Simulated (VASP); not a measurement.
# Al (Fm-3m) in VASP: notebook

Al is run at these levels: PBEsol; tasks: single point.

Everything below comes from runs of VASP 6.6.1. Logs are shortened: lines on timing, memory, paths and dates and some standing lists are left out, and cuts for length are marked.

## (1) The cell of the first run

Symmetry: Fm-3m, No. 225, cubic system. Conventional cell: a = 3.847 Å, b = 3.847 Å, c = 3.847 Å, α = 90.00°, β = 90.00°, γ = 90.00°. Al (site symmetry m-3m) has 12 Al at 2.72 Å within 3.6 Å.

## (2) Single point, PBEsol (volume scaled by 0.88)

INCAR

```
ALGO = Normal
EDIFF = 1E-6
ENCUT = 520
GGA = PS
ISIF = 2
ISMEAR = -1
LASPH = T
LCHARG = F
LREAL = F
LWAVE = F
NBANDS = 8
NELM = 80
PREC = Accurate
SIGMA = 0.1
```

KPOINTS

```
k-points
0
Gamma
  22 22 22
```

POSCAR

```
Al
1.0
    0.0000000000      1.9236213217      1.9236213217
    1.9236213217      0.0000000000      1.9236213217
    1.9236213217      1.9236213217      0.0000000000
Al
1
Direct
    0.0000000000      0.0000000000      0.0000000000
```

Potentials or basis: VASP PAW PBE potentials, release 64 (Al).

The run is started by

```bash
$ cat potpaw_PBE.64/Al/POTCAR > POTCAR
$ mpirun -np 1 vasp_std > vasp.out
```

OUTCAR:

```text
EDIFF = 1E-6
   ENCUT = 520
   GGA = PS
   ISIF = 2
   ISMEAR = -1
   LASPH = T
   LREAL = F
   NELM = 80
   PREC = Accurate

 ion  position               nearest neighbor table
   1  0.000  0.000  0.000-

  LATTYP: Found a face centered cubic cell.
 ALAT       =     3.8472426434

  Lattice vectors:

 A1 = (   0.0000000000,   1.9236213217,   1.9236213217)
 A2 = (   1.9236213217,   0.0000000000,   1.9236213217)
 A3 = (   1.9236213217,   1.9236213217,   0.0000000000)

Analysis of symmetry for initial positions (statically):
=====================================================================
 Subroutine PRICEL returns:
 Original cell was already a primitive cell.

 Routine SETGRP: Setting up the symmetry group for a
 face centered cubic supercell.

 Subroutine GETGRP returns: Found 48 space group operations
 (whereof 48 operations were pure point group operations)
 out of a pool of 48 trial point group operations.

The static configuration has the point symmetry O_h .

Analysis of symmetry for dynamics (positions and initial velocities):
=====================================================================
 Subroutine PRICEL returns:
 Original cell was already a primitive cell.

 Routine SETGRP: Setting up the symmetry group for a
 face centered cubic supercell.

 Subroutine GETGRP returns: Found 48 space group operations
 (whereof 48 operations were pure point group operations)
 out of a pool of 48 trial point group operations.

The dynamic configuration has the point symmetry O_h .

 Subroutine INISYM returns: Found 48 space group operations
 (whereof 48 operations are pure point group operations),
 and found     1 'primitive' translations

----------------------------------------------------------------------------------------

                                     Primitive cell

  volume of cell :      14.2360

  direct lattice vectors                    reciprocal lattice vectors
     0.000000000  1.923621322  1.923621322    -0.259926418  0.259926418  0.259926418
     1.923621322  0.000000000  1.923621322     0.259926418 -0.259926418  0.259926418
     1.923621322  1.923621322  0.000000000     0.259926418  0.259926418 -0.259926418

  length of vectors
     2.720411362  2.720411362  2.720411362     0.450205762  0.450205762  0.450205762

  position of ions in fractional coordinates (direct lattice)
     0.000000000  0.000000000  0.000000000

  ion indices of the primitive-cell ions
   primitive index   ion index
                 1           1

----------------------------------------------------------------------------------------

 KPOINTS: k-points

Automatic generation of k-mesh.
 Grid dimensions read from file:
 generate k-points for:   22   22   22

 Generating k-lattice:

  Cartesian coordinates                     Fractional coordinates (reciprocal lattice)
    -0.011814837  0.011814837  0.011814837     0.045454545  0.000000000  0.000000000
     0.011814837 -0.011814837  0.011814837     0.000000000  0.045454545  0.000000000
     0.011814837  0.011814837 -0.011814837     0.000000000  0.000000000  0.045454545

  Length of vectors
     0.020463898  0.020463898  0.020463898

  Shift w.r.t. Gamma in fractional coordinates (k-lattice)
     0.000000000  0.000000000  0.000000000

 Subroutine IBZKPT returns following result:
 ===========================================

 Found    328 irreducible k-points:

 Following reciprocal coordinates:
            Coordinates               Weight
  0.000000  0.000000  0.000000      1.000000
  0.045455  0.000000  0.000000      8.000000
  0.090909  0.000000  0.000000      8.000000
  0.136364  0.000000  0.000000      8.000000
  0.181818  0.000000  0.000000      8.000000
  0.227273  0.000000  0.000000      8.000000
[... 16 lines left out ...]
  0.500000  0.045455  0.000000     24.000000
 -0.454545  0.045455  0.000000     24.000000
 [... further k-points ...]
   k-points           NKPTS =    328   k-points in BZ     NKDIM =    328   number of bands    NBANDS=      8
   number of dos      NEDOS =    301   number of ions     NIONS =      1
   total plane-waves  NPLWV =   8000
   dimension x,y,z NGX =    20 NGY =   20 NGZ =   20
   dimension x,y,z NGXF=    40 NGYF=   40 NGZF=   40
   ions per type =               1
   NGX,Y,Z   is equivalent  to a cutoff of  12.22, 12.22, 12.22 a.u.
   NGXF,Y,Z  is equivalent  to a cutoff of  24.44, 24.44, 24.44 a.u.
 SYSTEM =  unknown system
   PREC   = accura    normal or accurate (medium, high low for compatibility)
   ISTART =      0    job   : 0-new  1-cont  2-samecut
   ICHARG =      2    charge: 1-file 2-atom 10-const
   ISPIN  =      1    spin polarized calculation?
   LNONCOLLINEAR =      F non collinear calculations
   LSORBIT =      F    spin-orbit coupling
   LASPH  =      T    aspherical Exc in radial PAW
   ENCUT  =  520.0 eV  38.22 Ry    6.18 a.u.   5.06  5.06  5.06*2*pi/ulx,y,z
   NELM   =     80;   NELMIN=  2; NELMDL= -5     # of ELM steps
   EDIFF  = 0.1E-05   stopping-criterion for ELM
   LREAL  =      F    real-space projection
   EDIFFG = 0.1E-04   stopping-criterion for IOM
   NSW    =      0    number of steps for IOM
   IBRION =     -1    ionic relax: 0-MD 1-quasi-New 2-CG
   NFREE  =      0    steps in history (QN), initial steepest desc. (CG)
   ISIF   =      2    stress and relaxation
   ISYM   =      2    0-nonsym 1-usesym 2-fastsym
   POTIM  = 0.5000    time-step for ionic-motion
   TEBEG  =    0.0;   TEEND  =   0.0 temperature during run
   PSTRESS=    0.0 pullay stress
   NELECT =       3.0000    total number of electrons
   NUPDOWN=      -1.0000    fix difference up-down
   EMIN   =  10.00;   EMAX   =-10.00  energy-range for DOS
   EFERMI =   0.00;   METHOD = LEGACY
   ISMEAR =    -1;   SIGMA  =   0.10  broadening in eV -4-tet -1-fermi 0-gaus
   EFERMI_NEDOS =   21; number of points for ismear=-14 and -15
   IALGO  =     38    algorithm
   IMIX   =      4    mixing-type and parameters
     AMIX     =   0.40;   BMIX     =  1.00
     AMIX_MAG =   1.60;   BMIX_MAG =  1.00
  volume/ion in A,a.u.               =      14.24        96.07
  Fermi-wavevector in a.u.,A,eV,Ry     =   0.974209  1.840989 12.913072  0.949084
  Thomas-Fermi vector in A             =   2.104651
   LORBIT       =      0    0 simple, 1 ext, 2 COOP (PROOUT), +10 PAW based schemes
   GGA     = PS    functional components
   LHFCALC =     F    Hartree Fock is set to
   AEXX    =    0.0000 exact exchange contribution
   IVDW    =     0    specifies the selected vdW correction
   LEPSILON=     F    determine dielectric tensor
   LRPA    =     F    only Hartree local field effects (RPA)
 non-spin polarized calculation
  energy-cutoff  :      520.00
  volume of cell :       14.24
 maximum number of plane-waves:       392
   NGX = 11   NGY = 11   NGZ = 11

 number of electron       3.0000000 magnetization

 Free energy of the ion-electron system (eV)
  ---------------------------------------------------
  ext. energy  EPLUGINS =         0.00000000
  ---------------------------------------------------
  free energy    TOTEN  =        -4.02241323 eV

  energy without entropy =       -4.01142845  energy(sigma->0) =       -4.01692084

 E-fermi :   9.5589     XC(G=0): -10.8075

 val. band max:        9.4989647850   @ k =   0.5000   0.2727   0.0455
 cond. band min:       9.5799290820   @ k =  -0.4091   0.4091   0.0909
 fundamental gap:      0.0809642970
 Fermi energy:         9.5588906985

 k-point     1 :       0.0000    0.0000    0.0000
  band No.  band energies     occupation
      1      -2.6131      2.00000
      2      23.0148      0.00000
      3      23.0148      0.00000
      4      23.0148      0.00000
      5      25.6980      0.00000
      6      25.6980      0.00000
      7      25.6980      0.00000
      8      27.1770      0.00000

 k-point     2 :       0.0455    0.0000    0.0000
  band No.  band energies     occupation
      1      -2.5512      2.00000
      2      21.9482      0.00000
      3      22.8694      0.00000
      4      22.8694      0.00000
      5      25.9440      0.00000
      6      25.9440      0.00000
      7      26.0019      0.00000
      8      27.8922      0.00000

 k-point     3 :       0.0909    0.0000    0.0000
  band No.  band energies     occupation
      1      -2.3657      2.00000
      2      20.0732      0.00000
      3      22.5446      0.00000
      4      22.5446      0.00000
      5      26.0012      0.00000
      6      26.5667      0.00000
      7      26.5667      0.00000
      8      29.3717      0.00000

 k-point     4 :       0.1364    0.0000    0.0000
  band No.  band energies     occupation
      1      -2.0571      2.00000
      2      18.0926      0.00000
      3      22.1890      0.00000
      4      22.1890      0.00000
      5      25.8199      0.00000
      6      27.3767      0.00000
      7      27.3767      0.00000
      8      28.4067      0.00000

 k-point     5 :       0.1818    0.0000    0.0000
  band No.  band energies     occupation
      1      -1.6264      2.00000
      2      16.1332      0.00000
      3      21.8744      0.00000
      4      21.8744      0.00000
      5      25.6056      0.00000
      6      27.2176      0.00000
      7      27.2176      0.00000
      8      28.5544      0.00000
[... 177 lines left out ...]
 k-point    22 :       0.4545    0.0455    0.0000
  band No.  band energies     occupation
      1       3.0819      2.00000
      2       6.5756      2.00000
      3      20.7127      0.00000
      4      21.0900      0.00000
      5      22.4086      0.00000
      6      23.9149      0.00000
      7      26.3051      0.00000
      8      27.6430      0.00000

 k-point    23 :       0.5000    0.0455    0.0000
  band No.  band energies     occupation
      1       4.2129      2.00000
      2       5.2680      2.00000
      3      20.7133      0.00000
      4      20.9901      0.00000
      5      22.6221      0.00000
      6      23.4690      0.00000
      7      26.4208      0.00000
      8      27.3504      0.00000

 k-point    24 :      -0.4545    0.0455    0.0000
  band No.  band energies     occupation
      1       3.8452      2.00000
      2       5.6710      2.00000
      3      20.3900      0.00000
      4      21.3564      0.00000
      5      22.9859      0.00000
      6      23.1347      0.00000
      7      26.2905      0.00000
      8      27.5099      0.00000

 [... further k-points ...]
[... 5 lines left out ...]
  --------------------------------------------------------------------------------------
  -------------------------------------------------------------------------------------
  Total        1.2589764      1.2589764      1.2589764      0.0000000     -0.0000000      0.0000000
  in kB      141.6900693    141.6900693    141.6900693      0.0000000     -0.0000000      0.0000000
  external PRESSURE =     141.6900693 kB  Pullay stress =       0.0000000 kB

 VOLUME and BASIS-vectors are now :
 -----------------------------------------------------------------------------
  energy-cutoff  :      520.00
  volume of cell :       14.24
      direct lattice vectors                 reciprocal lattice vectors
     0.000000000  1.923621322  1.923621322    -0.259926418  0.259926418  0.259926418
     1.923621322  0.000000000  1.923621322     0.259926418 -0.259926418  0.259926418
     1.923621322  1.923621322  0.000000000     0.259926418  0.259926418 -0.259926418

 POSITION                                       TOTAL-FORCE (eV/Angst)
 -----------------------------------------------------------------------------------
      0.00000      0.00000      0.00000         0.000000      0.000000      0.000000
 -----------------------------------------------------------------------------------
    total drift:                                0.000000      0.000000     -0.000000

  FREE ENERGIE OF THE ION-ELECTRON SYSTEM (eV)
  ---------------------------------------------------
  free  energy   TOTEN  =        -4.0224132262 eV

  energy  without entropy=       -4.0114284500  energy(sigma->0) =       -4.01692084
```

Wall time 9.4 s (1 thread of Intel Xeon 6975P-C (Granite Rapids), shared host); peak memory 0.14 GiB.

Results:

```yaml
Free_energy: -4.0224 eV
Pressure: 14.2 GPa
```

Caveat: the PAW data sets were made with another functional, which shifts forces and pressure a little.

## (3) Single point, PBEsol (volume scaled by 0.92)

INCAR

```
PREC = Accurate
ENCUT = 520
EDIFF = 1E-6
ISMEAR = -1
SIGMA = 0.1
LREAL = False
LASPH = True
NELM = 60
ALGO = Normal
ISIF = 2
LWAVE = False
LCHARG = False
GGA = PS
NBANDS = 8
```

KPOINTS

```
Automatic mesh
0
Gamma
  22 22 22
```

POSCAR

```
Al
1.0
    0.0000000000      1.9523363211      1.9523363211
    1.9523363211      0.0000000000      1.9523363211
    1.9523363211      1.9523363211      0.0000000000
Al
1
Direct
    0.0000000000      0.0000000000      0.0000000000
```

Potentials or basis: VASP PAW PBE potentials, release 64 (Al).

The run is started by

```bash
$ cat potpaw_PBE.64/Al/POTCAR > POTCAR
$ mpirun -np 1 vasp_std > vasp.out
```

OUTCAR:

```text
PREC = Accurate
   ENCUT = 520
   EDIFF = 1E-6
   ISMEAR = -1
   LREAL = False
   LASPH = True
   NELM = 60
   ISIF = 2
   GGA = PS

 ion  position               nearest neighbor table
   1  0.000  0.000  0.000-

  LATTYP: Found a face centered cubic cell.
 ALAT       =     3.9046726422

  Lattice vectors:

 A1 = (   0.0000000000,   1.9523363211,   1.9523363211)
 A2 = (   1.9523363211,   0.0000000000,   1.9523363211)
 A3 = (   1.9523363211,   1.9523363211,   0.0000000000)

Analysis of symmetry for initial positions (statically):
=====================================================================
 Subroutine PRICEL returns:
 Original cell was already a primitive cell.

 Routine SETGRP: Setting up the symmetry group for a
 face centered cubic supercell.

 Subroutine GETGRP returns: Found 48 space group operations
 (whereof 48 operations were pure point group operations)
 out of a pool of 48 trial point group operations.

The static configuration has the point symmetry O_h .

Analysis of symmetry for dynamics (positions and initial velocities):
=====================================================================
 Subroutine PRICEL returns:
 Original cell was already a primitive cell.

 Routine SETGRP: Setting up the symmetry group for a
 face centered cubic supercell.

 Subroutine GETGRP returns: Found 48 space group operations
 (whereof 48 operations were pure point group operations)
 out of a pool of 48 trial point group operations.

The dynamic configuration has the point symmetry O_h .

 Subroutine INISYM returns: Found 48 space group operations
 (whereof 48 operations are pure point group operations),
 and found     1 'primitive' translations

----------------------------------------------------------------------------------------

                                     Primitive cell

  volume of cell :      14.8831
[... 101 lines left out ...]
   EFERMI =   0.00;   METHOD = LEGACY
   ISMEAR =    -1;   SIGMA  =   0.10  broadening in eV -4-tet -1-fermi 0-gaus
   EFERMI_NEDOS =   21; number of points for ismear=-14 and -15
   IALGO  =     38    algorithm
   IMIX   =      4    mixing-type and parameters
     AMIX     =   0.40;   BMIX     =  1.00
     AMIX_MAG =   1.60;   BMIX_MAG =  1.00
  volume/ion in A,a.u.               =      14.88       100.44
  Fermi-wavevector in a.u.,A,eV,Ry     =   0.959881  1.813912 12.536014  0.921371
  Thomas-Fermi vector in A             =   2.089116
   LORBIT       =      0    0 simple, 1 ext, 2 COOP (PROOUT), +10 PAW based schemes
   GGA     = PS    functional components
   LHFCALC =     F    Hartree Fock is set to
   AEXX    =    0.0000 exact exchange contribution
   IVDW    =     0    specifies the selected vdW correction
   LEPSILON=     F    determine dielectric tensor
   LRPA    =     F    only Hartree local field effects (RPA)
 non-spin polarized calculation
  energy-cutoff  :      520.00
  volume of cell :       14.88
 maximum number of plane-waves:       415
 NGX is ok and might be reduce to    24
   NGX = 11   NGY = 11   NGZ = 11

 number of electron       3.0000000 magnetization

 Free energy of the ion-electron system (eV)
  ---------------------------------------------------
  ext. energy  EPLUGINS =         0.00000000
  ---------------------------------------------------
  free energy    TOTEN  =        -4.06764080 eV

  energy without entropy =       -4.05603238  energy(sigma->0) =       -4.06183659

 E-fermi :   9.0524     XC(G=0): -10.6388

 val. band max:        9.0019897737   @ k =  -0.3636   0.3636   0.0000
 cond. band min:       9.0545445362   @ k =  -0.3182   0.4545   0.1364
 fundamental gap:      0.0525547626
 Fermi energy:         9.0523766490

 k-point     1 :       0.0000    0.0000    0.0000
  band No.  band energies     occupation
      1      -2.7948      2.00000
      2      22.2449      0.00000
      3      22.2449      0.00000
      4      22.2449      0.00000
      5      24.5531      0.00000
      6      24.5531      0.00000
      7      24.5531      0.00000
      8      26.3225      0.00000
[... 243 lines left out ...]
 k-point    24 :      -0.4545    0.0455    0.0000
  band No.  band energies     occupation
      1       3.4996      2.00000
      2       5.2465      2.00000
      3      19.6089      0.00000
      4      20.5584      0.00000
      5      22.0365      0.00000
      6      22.1701      0.00000
      7      25.4045      0.00000
      8      26.3917      0.00000

 [... further k-points ...]
[... 5 lines left out ...]
  --------------------------------------------------------------------------------------
  -------------------------------------------------------------------------------------
  Total        0.7825895      0.7825895      0.7825895     -0.0000000     -0.0000000      0.0000000
  in kB       84.2462717     84.2462717     84.2462717     -0.0000000     -0.0000000      0.0000000
  external PRESSURE =      84.2462717 kB  Pullay stress =       0.0000000 kB

 VOLUME and BASIS-vectors are now :
 -----------------------------------------------------------------------------
  energy-cutoff  :      520.00
  volume of cell :       14.88
      direct lattice vectors                 reciprocal lattice vectors
     0.000000000  1.952336321  1.952336321    -0.256103415  0.256103415  0.256103415
     1.952336321  0.000000000  1.952336321     0.256103415 -0.256103415  0.256103415
     1.952336321  1.952336321  0.000000000     0.256103415  0.256103415 -0.256103415

 POSITION                                       TOTAL-FORCE (eV/Angst)
 -----------------------------------------------------------------------------------
      0.00000      0.00000      0.00000         0.000000     -0.000000     -0.000000
 -----------------------------------------------------------------------------------
    total drift:                                0.000000     -0.000000     -0.000000

  FREE ENERGIE OF THE ION-ELECTRON SYSTEM (eV)
  ---------------------------------------------------
  free  energy   TOTEN  =        -4.0676407987 eV

  energy  without entropy=       -4.0560323753  energy(sigma->0) =       -4.06183659
```

stdout:

```text
POSCAR found type information on POSCAR Al
 POSCAR found :  1 types and       1 ions
 scaLAPACK will be used
 -----------------------------------------------------------------------------
|                                                                             |
|                                                                             |
|     You enforced a specific xc type in the INCAR file but a different       |
|     I HOPE YOU KNOW WHAT YOU ARE DOING!                                     |
|                                                                             |
 -----------------------------------------------------------------------------

 LDA part: xc-table for (Slater+PW92), standard interpolation
 POSCAR, INCAR and KPOINTS ok, starting setup
 FFT: planning ... GRIDC
 FFT: planning ... GRID_SOFT
 FFT: planning ... GRID
 WAVECAR not read
 entering main loop
```

It took 10 s on 1 thread of Intel Xeon 6975P-C (Granite Rapids), shared host; peak memory 0.15 GiB.

What came out:

```yaml
Free_energy: -4.0676 eV
Pressure: 8.4 GPa
```

Caveat: the PAW data sets were made with another functional, which shifts forces and pressure a little.
